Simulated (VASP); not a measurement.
Set up this calculation in VASP 6.6.1, as the native input.

```
Task                   : single point
Functional             : PBEsol
Potentials or basis    : VASP PAW PBE potentials, release 64 (Mg, S)
Cutoff                 : 600 eV
k mesh                 : 6 × 6 × 6
Occupations            : gaussian, width 0.02 eV
Spin                   : no spin polarisation
Dipole correction      : no
Further INCAR settings : ALGO = Normal; EDIFF = 1e-06; NBANDS = 11
```

The structure of MgS (sol) lies in POSCAR:

```
MgS
1.0
    0.0000000000      2.8539585520      2.8087473274
    2.8539585520      0.0000000000      2.8087473274
    2.8539585520      2.8539585520      0.0000000000
Mg S
1 1
Direct
    0.0000000000      0.0000000000      0.0000000000
    0.2500000000      0.2500000000      0.2500000000
```

This cell differs from its parent crystal: strained cell.

These files were run (other wordings do the same):

INCAR

```
SYSTEM = MgS
PREC = Accurate ; ENCUT = 600
EDIFF = 1E-6 ; ISMEAR = 0
SIGMA = 0.02 ; LREAL = .False.
LASPH = .True. ; NELM = 120
ALGO = Normal ; ISIF = 2
LWAVE = .False. ; LCHARG = .False.
GGA = PS ; NBANDS = 11
GGA_COMPAT = .False.
```

KPOINTS

```
Automatic mesh
0
Gamma
  6 6 6
  0 0 0
```

Potentials or basis: VASP PAW PBE potentials, release 64 (Mg, S).

Launch:

```bash
$ cat potpaw_PBE.64/Mg/POTCAR potpaw_PBE.64/S/POTCAR > POTCAR
$ mpirun -np 1 vasp_std > vasp.out
```

Results of the run:

* Pressure: -0.8 GPa
* Band gap on the k mesh: 3.23 eV, direct

Caveat: the cell differs from its parent crystal (strained cell); the PAW data sets were made with another functional, which shifts forces and pressure a little.

Run time: 11 s on 1 thread of Intel(R) Xeon(R) Platinum 8259CL CPU @ 2.50GHz (Skylake/Cascade Lake), on a shared host, peak memory 0.18 GiB.
